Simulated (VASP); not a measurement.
SiC:

```
CELL_PARAMETERS angstrom
2.89401 0.00000 0.00000
-1.44700 2.50628 0.00000
0.00000 0.00000 5.14641
ATOMIC_POSITIONS crystal
Si 0.33333 0.66667 0.00460
Si 0.66667 0.33333 0.50460
C 0.33333 0.66667 0.38040
C 0.66667 0.33333 0.88040
```

| Property | Result |
| --- | --- |
| Program | VASP 6.6.1 |
| Task | relaxation of the atoms |
| Functional | LDA |
| Potentials or basis | VASP PAW LDA potentials, release 64 (Si, C) |
| Cutoff | 520 eV |
| k mesh | 12 × 12 × 6 |
| Occupations | gaussian, width 0.05 eV |
| Spin | no spin polarisation |

At the start: pressure 25.7 GPa; volume 9.33 Å³/atom.

Q: How do energy, volume and symmetry change on relaxing?

A: Over 3 steps the energy falls by 13.0 meV/atom at a fixed cell; space group P6_3mc (No. 186, to 0.1 Å) before and after.

The path:
```
step  energy change (eV)  largest force (eV/Å)  pressure (GPa)
   1              0.0000                0.9677           25.66
   2             -0.0142                0.9344           22.49
   3             -0.0519                0.0007           23.60
```

Final structure:
```xyz
4
Lattice="2.8940 0.0000 0.0000 -1.4470 2.5063 0.0000 0.0000 0.0000 5.1464" Properties=species:S:1:pos:R:3 pbc="T T T"
Si    0.0000    1.6709    0.0496
Si    1.4470    0.8354    2.6228
C     0.0000    1.6709    1.9318
C     1.4470    0.8354    4.5050
```
